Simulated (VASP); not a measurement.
Runs of VASP 6.6.1 on PbSe (Clausthalite). The structure is that of space group Fm-3m (No. 225), or close to it. The cells are those of the table. 

```csv
cell,gap on the mesh (eV),pressure (GPa)
"a = 4.427 Å, angles 60.0°, 2 atoms",0.50,-1.0
"a = 4.299 Å, angles 60.0°, 2 atoms",0.22,(a)
"a = 4.343 Å, angles 60.0°, 2 atoms",0.33,1.8
"a = 4.385 Å, angles 60.0°, 2 atoms",0.42,0.3
"a = 4.255 Å, angles 60.0°, 2 atoms",0.11,(b)
```

Alike in all rows: task single point; level PBE; potentials or basis VASP PAW PBE potentials, release 64 (Pb_d, Se); no spin polarisation; k mesh 6 × 6 × 6; cutoff (eV) 500; smearing gaussian 0.01 eV.

Task: Estimate the missing entries.

Result: (a) 3.6; (b) 5.6.

Caveats: spin-orbit coupling is left out, which moves the levels of the heavy elements.

A k mesh can miss the band edges, and the runs leave out spin-orbit coupling on Pb, Se.
